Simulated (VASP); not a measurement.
The system is MgS5.

```xyz
6
Lattice="3.3822 0.0000 0.0000 -1.6911 2.9291 0.0000 0.0000 0.0000 17.0912" Properties=species:S:1:pos:R:3 pbc="T T T"
Mg    0.0000    0.0000    0.0000
S     1.6911    0.9764   14.2704
S     0.0000    0.0000   11.4053
S     1.6911    0.9764    8.5456
S     0.0000    0.0000    5.6859
S     1.6911    0.9764    2.8209
```

```yaml
Program: VASP 6.6.1
Task: relaxation of cell and atoms
Functional: PBE
Potentials_or_basis: VASP PAW PBE potentials, release 64 (Mg, S)
Cutoff: 600 eV
k_mesh: 6 × 6 × 1
Occupations: gaussian, width 0.1 eV
Spin: no spin polarisation
```

At the start: pressure -11.0 GPa; volume 28.22 Å³/atom.

Task: How do energy, volume and symmetry change on relaxing?

Result: Over 26 steps the energy falls by 1441.6 meV/atom and the volume is 24.48 Å³/atom (-13.3 %); space group P-6m2 (No. 187, to 0.05 Å).

Step by step:
```csv
step,energy change (eV),largest force (eV/Å),pressure (GPa),volume (Å³)
1,0.0000,0.8786,-10.98,169.32
2,-3.1700,1.1943,-9.83,126.17
3,10.4814,2.7136,177.53,51.69
4,-3.7888,1.1444,-7.21,114.07
5,-4.2104,1.2704,6.74,91.57
6,-4.2958,1.2460,0.26,98.75
7,-4.3009,1.2531,1.30,97.38
8,-4.7846,1.3653,3.72,95.74
9,-5.8386,1.8145,19.30,89.77
10,-5.8643,1.9270,10.89,92.31
11,-5.9760,1.2888,15.06,90.93
12,-6.1127,1.1673,14.91,91.97
13,-6.3464,1.6951,14.74,95.03
14,-6.5159,1.9514,15.37,100.85
15,-6.7889,2.9155,17.62,110.98
16,-7.8797,2.9475,10.45,125.02
17,-7.5469,5.8979,6.18,148.92
18,-8.1458,3.5144,7.70,134.22
19,-8.5784,0.7107,1.61,140.74
20,-8.5790,0.7753,1.40,141.04
21,-8.6200,0.4984,0.97,142.70
22,-8.6448,0.1377,0.48,145.07
23,-8.6450,0.2018,0.44,145.28
24,-8.6481,0.1155,0.16,146.05
25,-8.6489,0.0922,-0.09,146.75
26,-8.6493,0.0051,-0.01,146.86
```

Final structure:
```
CELL_PARAMETERS angstrom
4.11451 0.00000 0.00000
-2.05725 3.56327 0.00000
0.00000 0.00000 10.01669
ATOMIC_POSITIONS crystal
Mg 0.00000 0.00000 0.00000
S 0.66667 0.33333 0.88985
S 0.00000 0.00000 0.60000
S 0.66667 0.33333 0.50000
S 0.00000 0.00000 0.40000
S 0.66667 0.33333 0.11015
```

Caveat: the k points lie up to 0.63 Å⁻¹ apart in the final cell.
